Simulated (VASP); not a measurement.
# Zn26Se27 (a cell with a defect) in VASP: single point with PBE

Aim: the single point of Zn26Se27 (a cell with a defect) with PBE.

All numbers are computed with VASP 6.6.1; they aren't measurements. Logs are shortened: lines on timing, memory, paths and dates and some standing lists are left out, and cuts for length are marked.

## 1. The cell of the first run

The cell holds a defect, 53 atoms: a = 12.023 Å, b = 12.023 Å, c = 12.023 Å, α = 60.00°, β = 60.00°, γ = 60.00°.

## 2. Single point, PBE, collinear spin

File INCAR:

```
  ALGO = Normal
  EDIFF = 1E-6
  ENCUT = 520
  GGA = PE
  ISIF = 2
  ISMEAR = 0
  ISPIN = 2
  LASPH = True
  LCHARG = True
  LELF = True
  LORBIT = 11
  LREAL = Auto
  LVHAR = True
  LWAVE = False
  MAGMOM = 0 0 0 0 0 0 0 0 0 0 0 0 0 0 0 0 0 0 0 0 0 0 0 0 0 0 0.11 0 0.11 0 0 0 0.11 0 0 0 0 0 0 0 0 0 0 0 0.11 0 0 0 0 0 0 0 0
  NBANDS = 273
  NCORE = 4
  NELECT = 476.0
  NELM = 150
  PREC = Accurate
  SIGMA = 0.05
```

File KPOINTS:

```
k-points
0
Gamma
  1 1 1
```

File POSCAR:

```
Zn26Se27
1.0
    0.0000000000      8.5014000000      8.5014000000
    8.5014000000      0.0000000000      8.5014000000
    8.5014000000      8.5014000000      0.0000000000
Zn Se
26 27
Direct
    0.0028033864      0.0029057034      0.3254200914
    0.0027255164      0.0026719342      0.6688500600
    0.0027361962      0.3260069851      0.0025013430
    0.0006827912      0.3330485189      0.3330799457
    0.0030962794      0.3245260961      0.6690469670
    0.0028563106      0.6689875995      0.0031524587
    0.0027930254      0.6687876602      0.3256076473
    0.0004488059      0.6663871333      0.6664974253
    0.3252933522      0.0029466489      0.0028320023
    0.3330191138      0.0006904900      0.3330165526
    0.3255833385      0.0026995281      0.6687837351
    0.3330352535      0.3329307756      0.0006975607
    0.3330113344      0.3331134064      0.3331427399
    0.3324601931      0.3324966586      0.6675052082
    0.3255489338      0.6687591353      0.0029103307
    0.3324625449      0.6674415262      0.3325284303
    0.3324197694      0.6674419572      0.6674068058
    0.6690665038      0.0030338341      0.0031618051
    0.6687891002      0.0028378968      0.3254845145
    0.6664259408      0.0004301108      0.6667159716
    0.6687629900      0.3256108361      0.0026342871
    0.6674202886      0.3324589195      0.3325884606
    0.6674287965      0.3324306974      0.6674526456
    0.6664550450      0.6666555210      0.0005676049
    0.6674494209      0.6674340942      0.3324033709
    0.6666049364      0.6663449866      0.6663344623
    0.0795118092      0.0801219479      0.0794078275
    0.0830726651      0.0831081974      0.4169457165
    0.0797523203      0.0788661502      0.7614634625
    0.0830895240      0.4169278298      0.0831318611
    0.0830983427      0.4167741784      0.4168809993
    0.0825040787      0.4159988331      0.7506025276
    0.0797221676      0.7612607839      0.0798939459
    0.0824933414      0.7508312197      0.4161030727
    0.0824047151      0.7504928799      0.7507705489
    0.4169347386      0.0830362196      0.0831663535
    0.4168059921      0.0831282584      0.4168319029
    0.4160202684      0.0825098922      0.7505550157
    0.4168124772      0.4167865297      0.0831002045
    0.4166789714      0.4165826313      0.4166286450
    0.4165502889      0.4167030612      0.7500541534
    0.4160443497      0.7505947322      0.0825523658
    0.4165412316      0.7500464495      0.4166566601
    0.4162054663      0.7504595565      0.7507051710
    0.7614262489      0.0798327766      0.0796210992
    0.7505861472      0.0823926745      0.4163786774
    0.7507371576      0.0825133397      0.7506974922
    0.7505201985      0.4162671569      0.0824512195
    0.7500404230      0.4165331654      0.4165847286
    0.7506424418      0.4159220627      0.7507037849
    0.7507902166      0.7506684759      0.0826096427
    0.7505681590      0.7508036622      0.4158577139
    0.7499071509      0.7498862239      0.7500213483
```

Potentials or basis: VASP PAW PBE potentials, release 64 (Zn, Se).

The run is started by

```
$ cat potpaw_PBE.64/Zn/POTCAR potpaw_PBE.64/Se/POTCAR > POTCAR
$ mpirun -np 4 vasp_gam > vasp.out
```

OUTCAR:

```text
EDIFF = 1E-6
   ENCUT = 520
   GGA = PE
   ISIF = 2
   ISMEAR = 0
   ISPIN = 2
   LASPH = True
   LORBIT = 11
   LREAL = Auto
   NELECT = 476.0
   NELM = 150
   PREC = Accurate

 ion  position               nearest neighbor table
   1  0.003  0.003  0.325-  27 2.42  28 2.47  34 2.48  46 2.48
   2  0.003  0.003  0.669-  29 2.42  28 2.47  47 2.47  35 2.48
   3  0.003  0.326  0.003-  27 2.42  32 2.47  30 2.47  48 2.48
   4  0.001  0.333  0.333-  28 2.45  31 2.45  30 2.45  49 2.46
   5  0.003  0.325  0.669-  29 2.41  31 2.48  32 2.48  50 2.48
   6  0.003  0.669  0.003-  33 2.42  51 2.48  30 2.48  35 2.48
[... 33 lines left out ...]
  40  0.417  0.417  0.417-  13 2.46  22 2.46  16 2.46  14 2.46
  41  0.417  0.417  0.750-  12 2.46  17 2.46  14 2.46  23 2.46
  42  0.416  0.751  0.083-  16 2.45  24 2.46  15 2.47   9 2.48
  43  0.417  0.750  0.417-  10 2.46  17 2.46  16 2.46  25 2.46
  44  0.416  0.750  0.751-  17 2.46  26 2.46  15 2.48  11 2.48
  45  0.761  0.080  0.080-  18 2.41  21 2.42  19 2.42
  46  0.751  0.082  0.416-  22 2.45  20 2.46   1 2.48  19 2.48
  47  0.751  0.083  0.751-  23 2.45  20 2.46   2 2.47  18 2.48
  48  0.751  0.416  0.082-  22 2.46  24 2.46   3 2.48  21 2.48
  49  0.750  0.417  0.417-   4 2.46  22 2.46  23 2.46  25 2.46
  50  0.751  0.416  0.751-  23 2.45  26 2.46  21 2.47   5 2.48
  51  0.751  0.751  0.083-  25 2.45  24 2.46   6 2.48  18 2.48
  52  0.751  0.751  0.416-  25 2.45  26 2.46  19 2.48   7 2.48
  53  0.750  0.750  0.750-  26 2.46   8 2.46  20 2.46  24 2.46

  LATTYP: Found a face centered cubic cell.
 ALAT       =    17.0028000000

  Lattice vectors:

 A1 = (   0.0000000000,   8.5014000000,   8.5014000000)
 A2 = (   8.5014000000,   0.0000000000,   8.5014000000)
 A3 = (   8.5014000000,   8.5014000000,   0.0000000000)

Analysis of symmetry for initial positions (statically):
=====================================================================
 Subroutine PRICEL returns:
 Original cell was already a primitive cell.

 Routine SETGRP: Setting up the symmetry group for a
 face centered cubic supercell.

 Subroutine GETGRP returns: Found  1 space group operations
 (whereof  1 operations were pure point group operations)
 out of a pool of 48 trial point group operations.

The static configuration has the point symmetry C_1 .

Analysis of symmetry for dynamics (positions and initial velocities):
=====================================================================
 Subroutine PRICEL returns:
 Original cell was already a primitive cell.

 Routine SETGRP: Setting up the symmetry group for a
 face centered cubic supercell.
[... 242 lines left out ...]
  ext. energy  EPLUGINS =         0.00000000
  ---------------------------------------------------
  free energy    TOTEN  =      -147.85397871 eV

  energy without entropy =     -147.85397871  energy(sigma->0) =     -147.85397871

 E-fermi :   2.1614     XC(G=0):  -9.2341

 val. band max:        1.8835003031   @ k =   0.0000   0.0000   0.0000
 cond. band min:       2.8960129529   @ k =   0.0000   0.0000   0.0000
 fundamental gap:      1.0125126498
 Fermi energy:         2.1613811087

 spin component 1

 k-point     1 :       0.0000    0.0000    0.0000
  band No.  band energies     occupation
      1     -11.6600      1.00000
      2     -11.1940      1.00000
      3     -11.1506      1.00000
      4     -11.1501      1.00000
      5     -11.1488      1.00000
      6     -11.0509      1.00000
[... 242 lines left out ...]
    249       4.9034      0.00000
    250       4.9598      0.00000
 Fermi energy:         2.1613811087

 spin component 2

 k-point     1 :       0.0000    0.0000    0.0000
  band No.  band energies     occupation
      1     -11.6600      1.00000
      2     -11.1940      1.00000
      3     -11.1506      1.00000
      4     -11.1501      1.00000
      5     -11.1488      1.00000
      6     -11.0509      1.00000
[... 242 lines left out ...]
    249       4.9034      0.00000
    250       4.9598      0.00000
 [bands above 250 left out]

------------------------ aborting loop because EDIFF is reached ----------------------------------------

  FORCE on cell =-STRESS in cart. coord.  units (eV):
  Direction    XX          YY          ZZ          XY          YZ          ZX
  --------------------------------------------------------------------------------------
  -------------------------------------------------------------------------------------
  Total       39.2930755     39.2766525     39.2776437      0.0057802      0.0060970      0.0280891
  in kB       51.2301064     51.2086942     51.2099864      0.0075362      0.0079492      0.0366225
  external PRESSURE =      51.2162623 kB  Pullay stress =       0.0000000 kB

 VOLUME and BASIS-vectors are now :
 -----------------------------------------------------------------------------
  energy-cutoff  :      520.00
  volume of cell :     1228.86
      direct lattice vectors                 reciprocal lattice vectors
     0.000000000  8.501400000  8.501400000    -0.058813842  0.058813842  0.058813842
     8.501400000  0.000000000  8.501400000     0.058813842 -0.058813842  0.058813842
     8.501400000  8.501400000  0.000000000     0.058813842  0.058813842 -0.058813842

 POSITION                                       TOTAL-FORCE (eV/Angst)
 -----------------------------------------------------------------------------------
      2.79123      2.79036      0.04854        -0.083998     -0.093938      0.272310
      5.70888      5.70933      0.04589         0.080257      0.092000      0.268315
      2.79278      0.04453      2.79478        -0.080887      0.271927     -0.095545
      5.66302      2.83745      2.83718        -0.080277      0.078986      0.080349
      8.44676      5.71416      2.78525        -0.251004      0.074975     -0.075664
      5.71413      0.05108      5.71161         0.076099      0.267111      0.091006
[... 45 lines left out ...]
      9.91826      9.91625     12.76376         0.031972      0.044745     -0.063819
     12.75131     12.75149     12.75034        -0.003353     -0.002504     -0.006430
 -----------------------------------------------------------------------------------
    total drift:                               -0.026047     -0.020794     -0.044016

  FREE ENERGIE OF THE ION-ELECTRON SYSTEM (eV)
  ---------------------------------------------------
  free  energy   TOTEN  =      -147.8539787094 eV

  energy  without entropy=     -147.8539787094  energy(sigma->0) =     -147.85397871

 total charge

# of ion       s       p       d       tot
------------------------------------------
    1        0.520   0.453   9.791  10.765
    2        0.521   0.454   9.791  10.766
    3        0.521   0.454   9.791  10.766
    4        0.516   0.457   9.792  10.766
    5        0.520   0.452   9.791  10.764
    6        0.520   0.453   9.791  10.765
[... 45 lines left out ...]
   52        1.421   2.483   0.027   3.931
   53        1.421   2.487   0.027   3.935
--------------------------------------------------
tot         51.919  78.715 255.310 385.944

 magnetization (x)

# of ion       s       p       d       tot
------------------------------------------
    1       -0.000  -0.000  -0.000  -0.000
    2       -0.000  -0.000   0.000  -0.000
    3       -0.000  -0.000   0.000  -0.000
    4       -0.000  -0.000   0.000  -0.000
    5       -0.000  -0.000   0.000  -0.000
    6       -0.000  -0.000   0.000  -0.000
[... 45 lines left out ...]
   52        0.000   0.000  -0.000   0.000
   53        0.000   0.000  -0.000   0.000
--------------------------------------------------
tot         -0.000  -0.000   0.000  -0.000
```

Run time: 4.7 min. Hardware: 4 MPI ranks of Intel Xeon Platinum 8488C (Sapphire Rapids), shared host; peak memory 0.6 GiB.

Results:

```yaml
Free_energy: -147.8540 eV
Largest_force: 0.300 eV/Å
Net_moment: 0.00 μB per cell
Valence_electrons_inside_the_program's_atomic_spheres: Zn 10.77, 10.76; Se 3.91, 3.93, 3.94
```

Forces in eV/Å, atoms in the order of the input:
```
Zn  -0.084 -0.094  0.272
Zn   0.080  0.092  0.268
Zn  -0.081  0.272 -0.096
Zn  -0.080  0.079  0.080
Zn  -0.251  0.075 -0.076
Zn   0.076  0.267  0.091
Zn  -0.260 -0.080  0.084
Zn  -0.051  0.052  0.053
Zn   0.260 -0.082 -0.083
Zn   0.085 -0.074  0.080
Zn   0.078 -0.265 -0.091
Zn   0.086  0.081 -0.074
Zn  -0.085 -0.080 -0.076
Zn   0.000  0.001 -0.058
Zn   0.079 -0.088 -0.268
Zn  -0.001 -0.061  0.001
Zn   0.072  0.003  0.003
Zn   0.253  0.073  0.078
Zn  -0.077 -0.266  0.092
Zn   0.052 -0.053  0.052
Zn  -0.074  0.090 -0.266
Zn  -0.074 -0.002  0.002
Zn   0.002  0.059  0.002
Zn   0.049  0.052 -0.056
Zn   0.004  0.004  0.054
Zn  -0.052 -0.055 -0.053
Se   0.009  0.013 -0.005
Se  -0.002 -0.002 -0.114
Se  -0.002 -0.006  0.009
Se   0.008 -0.118  0.008
Se   0.128  0.007 -0.013
Se   0.020 -0.045  0.061
Se  -0.012 -0.004 -0.005
Se   0.028  0.059 -0.039
Se  -0.050 -0.024 -0.032
Se  -0.126  0.003  0.005
Se  -0.004  0.119 -0.002
Se  -0.024  0.042  0.062
Se  -0.004 -0.001  0.116
Se   0.026  0.022  0.020
Se  -0.029 -0.030  0.016
Se  -0.020  0.060  0.045
Se  -0.030  0.019 -0.029
Se  -0.058  0.028  0.030
Se   0.002  0.002 -0.007
Se   0.052  0.026 -0.026
Se  -0.021 -0.054 -0.046
Se   0.061 -0.027  0.031
Se   0.026 -0.027 -0.029
Se   0.018 -0.057  0.047
Se  -0.028 -0.042 -0.051
Se   0.032  0.045 -0.064
Se  -0.003 -0.003 -0.006
```

Caveat: the k points lie up to 0.64 Å⁻¹ apart; the cell carries a net charge on a neutralising background, which shifts energy and pressure; the cell is charged against a uniform background, so pressure and absolute levels hang on convention.
